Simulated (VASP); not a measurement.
# GaN (P6_3mc) in VASP: settings compared, part 2 of 2

VASP 6.6.1.

## 3. Electric field gradients, LDA

Input file INCAR:

```
SYSTEM = GaN
PREC = Accurate ; ENCUT = 520
EDIFF = 1E-8 ; ISMEAR = -1
SIGMA = 0.02 ; LREAL = .False.
LASPH = .True. ; NELM = 80
ALGO = Normal ; ISIF = 2
LWAVE = .False. ; LCHARG = .False.
LEFG = .True. ; NBANDS = 26
```

Input file KPOINTS:

```
regular mesh
0
Gamma
  11 11 6
  0 0 0
```

Input file POSCAR:

```
GaN
1.0
    3.1800000000      0.0000000000      0.0000000000
   -1.5900000000      2.7539607840      0.0000000000
    0.0000000000      0.0000000000      5.1660000000
Ga N
2 2
Direct
    0.3333333333      0.6666666667      0.0039408788
    0.6666666667      0.3333333333      0.5039408788
    0.3333333333      0.6666666667      0.3810591212
    0.6666666667      0.3333333333      0.8810591212
```

Potentials or basis: VASP PAW LDA potentials, release 64 (Ga_d, N).

The run is started by

```bash
$ cat potpaw_LDA.64/Ga_d/POTCAR potpaw_LDA.64/N/POTCAR > POTCAR
$ mpirun -np 1 vasp_std > vasp.out
```

OUTCAR:

```text
SYSTEM = GaN
   PREC = Accurate
   ENCUT = 520
   EDIFF = 1E-8
   ISMEAR = -1
   LREAL = .False.
   LASPH = .True.
   NELM = 80
   ISIF = 2

 ion  position               nearest neighbor table
   1  0.333  0.667  0.004-   4 1.94   4 1.94   4 1.94   3 1.95
   2  0.667  0.333  0.504-   3 1.94   3 1.94   3 1.94   4 1.95
   3  0.333  0.667  0.381-   2 1.94   2 1.94   2 1.94   1 1.95
   4  0.667  0.333  0.881-   1 1.94   1 1.94   1 1.94   2 1.95

  LATTYP: Found a hexagonal cell.
 ALAT       =     3.1800000000
 C/A-ratio  =     1.6245283019

  Lattice vectors:

 A1 = (   3.1800000000,   0.0000000000,   0.0000000000)
 A2 = (  -1.5900000000,   2.7539607840,   0.0000000000)
 A3 = (   0.0000000000,   0.0000000000,   5.1660000000)

Analysis of symmetry for initial positions (statically):
=====================================================================
 Subroutine PRICEL returns:
 Original cell was already a primitive cell.

 Routine SETGRP: Setting up the symmetry group for a
 hexagonal supercell.

 Subroutine GETGRP returns: Found 12 space group operations
 (whereof  6 operations were pure point group operations)
 out of a pool of 24 trial point group operations.

The static configuration has the point symmetry C_3v.
 The point group associated with its full space group is C_6v.

Analysis of symmetry for dynamics (positions and initial velocities):
=====================================================================
 Subroutine PRICEL returns:
 Original cell was already a primitive cell.

 Routine SETGRP: Setting up the symmetry group for a
 hexagonal supercell.

 Subroutine GETGRP returns: Found 12 space group operations
 (whereof  6 operations were pure point group operations)
 out of a pool of 24 trial point group operations.

The dynamic configuration has the point symmetry C_3v.
 The point group associated with its full space group is C_6v.

 Subroutine INISYM returns: Found 12 space group operations
 (whereof  6 operations are pure point group operations),
 and found     1 'primitive' translations

----------------------------------------------------------------------------------------

                                     Primitive cell

  volume of cell :      45.2417

  direct lattice vectors                    reciprocal lattice vectors
     3.180000000  0.000000000  0.000000000     0.314465409  0.181556688  0.000000000
    -1.590000000  2.753960784  0.000000000     0.000000000  0.363113377  0.000000000
     0.000000000  0.000000000  5.166000000     0.000000000  0.000000000  0.193573364

  length of vectors
     3.180000000  3.180000000  5.166000000     0.363113377  0.363113377  0.193573364

  position of ions in fractional coordinates (direct lattice)
     0.333333333  0.666666667  0.003940879
     0.666666667  0.333333333  0.503940879
     0.333333333  0.666666667  0.381059121
     0.666666667  0.333333333  0.881059121

  ion indices of the primitive-cell ions
   primitive index   ion index
[... 89 lines left out ...]
   EMIN   =  10.00;   EMAX   =-10.00  energy-range for DOS
   EFERMI =   0.00;   METHOD = LEGACY
   ISMEAR =    -1;   SIGMA  =   0.02  broadening in eV -4-tet -1-fermi 0-gaus
   EFERMI_NEDOS =   21; number of points for ismear=-14 and -15
   IALGO  =     38    algorithm
   IMIX   =      4    mixing-type and parameters
     AMIX     =   0.40;   BMIX     =  1.00
     AMIX_MAG =   1.60;   BMIX_MAG =  1.00
  volume/ion in A,a.u.               =      11.31        76.33
  Fermi-wavevector in a.u.,A,eV,Ry     =   1.517036  2.866782 31.312427  2.301398
  Thomas-Fermi vector in A             =   2.626345
   LORBIT       =      0    0 simple, 1 ext, 2 COOP (PROOUT), +10 PAW based schemes
   GGA     = CA    functional components
   LHFCALC =     F    Hartree Fock is set to
   AEXX    =    0.0000 exact exchange contribution
   IVDW    =     0    specifies the selected vdW correction
   LEPSILON=     F    determine dielectric tensor
   LRPA    =     F    only Hartree local field effects (RPA)
 non-spin polarized calculation
  energy-cutoff  :      520.00
  volume of cell :       45.24
 maximum number of plane-waves:      1236
 NGX is ok and might be reduce to    24
   NGX = 11   NGY = 11   NGZ = 19

 number of electron      36.0000003 magnetization

 Free energy of the ion-electron system (eV)
  ---------------------------------------------------
  ext. energy  EPLUGINS =         0.00000000
  ---------------------------------------------------
  free energy    TOTEN  =       -27.90228999 eV

  energy without entropy =      -27.90228999  energy(sigma->0) =      -27.90228999

 E-fermi :   5.5486     XC(G=0): -12.1737

 val. band max:        5.1716171218   @ k =   0.0000   0.0000   0.0000
 cond. band min:       7.1741792549   @ k =   0.0000   0.0000   0.0000
 fundamental gap:      2.0025621331
 Fermi energy:         5.5486363039

 k-point     1 :       0.0000    0.0000    0.0000
  band No.  band energies     occupation
      1     -10.7576      2.00000
      2      -9.8573      2.00000
      3      -8.3816      2.00000
      4      -8.3665      2.00000
      5      -8.3665      2.00000
      6      -8.3037      2.00000
[... 685 lines left out ...]
     25      16.1119      0.00000
     26      17.5679      0.00000

 [... further k-points ...]

------------------------ aborting loop because EDIFF is reached ----------------------------------------

  FORCE on cell =-STRESS in cart. coord.  units (eV):
  Direction    XX          YY          ZZ          XY          YZ          ZX
  --------------------------------------------------------------------------------------
  -------------------------------------------------------------------------------------
  Total       -1.0646505     -1.0646505     -0.7816183      0.0000000      0.0000000      0.0000000
  in kB      -37.7032149    -37.7032149    -27.6799951      0.0000000      0.0000000      0.0000000
  external PRESSURE =     -34.3621416 kB  Pullay stress =       0.0000000 kB

 VOLUME and BASIS-vectors are now :
 -----------------------------------------------------------------------------
  energy-cutoff  :      520.00
  volume of cell :       45.24
      direct lattice vectors                 reciprocal lattice vectors
     3.180000000  0.000000000  0.000000000     0.314465409  0.181556688  0.000000000
    -1.590000000  2.753960784  0.000000000     0.000000000  0.363113377  0.000000000
     0.000000000  0.000000000  5.166000000     0.000000000  0.000000000  0.193573364

 POSITION                                       TOTAL-FORCE (eV/Angst)
 -----------------------------------------------------------------------------------
     -0.00000      1.83597      0.02036         0.000000      0.000000      0.004967
      1.59000      0.91799      2.60336         0.000000      0.000000      0.004967
     -0.00000      1.83597      1.96855        -0.000000      0.000000     -0.004967
      1.59000      0.91799      4.55155         0.000000      0.000000     -0.004967
 -----------------------------------------------------------------------------------
    total drift:                               -0.000000     -0.000000      0.000135

  FREE ENERGIE OF THE ION-ELECTRON SYSTEM (eV)
  ---------------------------------------------------
  free  energy   TOTEN  =       -27.9022899851 eV

  energy  without entropy=      -27.9022899851  energy(sigma->0) =      -27.90228999

 Electric field gradients (V/A^2)
---------------------------------------------------------------------
 ion       V_xx      V_yy      V_zz      V_xy      V_xz      V_yz
---------------------------------------------------------------------
   1      -1.996    -1.992     3.988     0.004    -0.000     0.000
   2      -1.996    -1.992     3.988     0.004     0.000    -0.000
   3      -0.121    -0.120     0.242     0.001    -0.000     0.000
   4      -0.121    -0.120     0.242     0.001     0.000    -0.000
---------------------------------------------------------------------

 Electric field gradients after diagonalization (V/A^2)
 (convention: |V_zz| > |V_xx| > |V_yy|)
----------------------------------------------------------------------
 ion       V_xx      V_yy      V_zz     asymmetry (V_yy - V_xx)/ V_zz
----------------------------------------------------------------------
   1      -1.998    -1.989     3.988       0.002
   2      -1.998    -1.989     3.988       0.002
   3      -0.122    -0.120     0.242       0.009
   4      -0.122    -0.120     0.242       0.009
----------------------------------------------------------------------

           NMR quadrupolar parameters

 Cq : quadrupolar parameter    Cq=e*Q*V_zz/h
 eta: asymmetry parameters     (V_yy - V_xx)/ V_zz
 Q  : nuclear electric quadrupole moment in mb (millibarn)
----------------------------------------------------------------------
 ion       Cq(MHz)       eta       Q (mb)
----------------------------------------------------------------------
   1       0.010       0.002       1.000
   2       0.010       0.002       1.000
   3       0.001       0.009       1.000
   4       0.001       0.009       1.000
----------------------------------------------------------------------
```

OSZICAR:

```text
N       E                     dE             d eps       ncg     rms          rms(c)
[... 13 lines left out ...]
DAV:  14    -0.279023178525E+02    0.20706E-05   -0.27739E-07  3652   0.452E-03    0.116E-01
DAV:  15    -0.279023146884E+02    0.31642E-05   -0.30036E-07  4978   0.505E-03    0.110E-01
DAV:  16    -0.279023020939E+02    0.12595E-04   -0.59627E-06  5348   0.250E-02    0.770E-02
DAV:  17    -0.279022946733E+02    0.74205E-05   -0.65199E-06  5564   0.230E-02    0.473E-02
DAV:  18    -0.279022914547E+02    0.32186E-05   -0.27975E-06  5378   0.158E-02    0.278E-02
DAV:  19    -0.279022900729E+02    0.13818E-05   -0.25977E-06  5488   0.147E-02    0.810E-03
DAV:  20    -0.279022899791E+02    0.93823E-07   -0.48105E-07  4954   0.516E-03    0.177E-03
DAV:  21    -0.279022899851E+02   -0.60436E-08   -0.48580E-08  3688   0.155E-03
   1 F= -.27902290E+02 E0= -.27902290E+02  d E =-.184241E-10
```

Wall time 32 s (1 thread of Intel Xeon 6975P-C (Granite Rapids), shared host); peak memory 0.18 GiB.

Results:

```yaml
Free_energy: -27.9023 eV
Pressure: -3.4 GPa
Largest_force: 0.005 eV/Å
Band_gap_on_the_k_mesh: 2.00 eV, direct
```

Forces in eV/Å, atoms in the order of the input:
```
Ga   0.000  0.000  0.005
Ga   0.000  0.000  0.005
N    0.000  0.000 -0.005
N    0.000  0.000 -0.005
```

Stress tensor (GPa, compression positive):
```
-3.77  0.00  0.00
 0.00 -3.77  0.00
 0.00  0.00 -2.77
```

Levels at points of the mesh, in eV from the valence-band top:
| k point | band 14 | band 15 | band 16 | band 17 | band 18 | band 19 | band 20 | band 21 | band 22 | band 23 |
| --- | --- | --- | --- | --- | --- | --- | --- | --- | --- | --- |
| (0.00, 0.00, 0.00) | -1.06 | -1.06 | -0.03 | 0.00 | 0.00 | 2.00 | 4.20 | 9.12 | 9.75 | 9.75 |
| (0.00, 0.00, 0.50) | -3.85 | -0.55 | -0.55 | -0.55 | -0.55 | 4.25 | 4.25 | 8.37 | 8.37 | 10.27 |

Electric field gradients, principal values (V/Å²):
```csv
atom,least,middle,greatest (by size)
1 Ga,-1.989,-1.998,3.988
2 Ga,-1.989,-1.998,3.988
3 N,-0.120,-0.122,0.242
4 N,-0.120,-0.122,0.242
```

Caveat: without QUAD_EFG the Cq values of the log hold for a quadrupole moment of 1 mb, not for the nuclei.
